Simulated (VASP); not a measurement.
Here is a VASP 6.6.1 calculation.

File INCAR:

```
SYSTEM = Sr
PREC = Accurate ; ENCUT = 520
EDIFF = 1E-7 ; ISMEAR = 0
SIGMA = 0.15 ; LREAL = .False.
LASPH = .True. ; NELM = 80
ALGO = Fast ; ISIF = 2
LWAVE = .False. ; LCHARG = .True.
GGA = PE ; LELF = .True.
LVHAR = .True. ; NBANDS = 11
```

The input KPOINTS:

```
regular mesh
0
Gamma
  16 16 16
  0 0 0
```

Contents of POSCAR:

```
Sr
1.0
    0.0000000000      2.8629609625      3.4355531550
    2.8629609625      0.0000000000      3.4355531550
    2.8629609625      2.8629609625      0.0000000000
Sr
1
Direct
    0.0000000000      0.0000000000      0.0000000000
```

Potentials or basis: VASP PAW PBE potentials, release 64 (Sr_sv).

Command:

```sh
$ cat potpaw_PBE.64/Sr_sv/POTCAR > POTCAR
$ mpirun -np 1 vasp_std > vasp.out
```

(1) Predict the pressure.

(2) What does it give for the band gap on the k mesh?

Answers

(1) -0.3 GPa.

(2) zero (band 5 reaches 1.64 eV, above the bottom of band 6 at 1.48 eV).
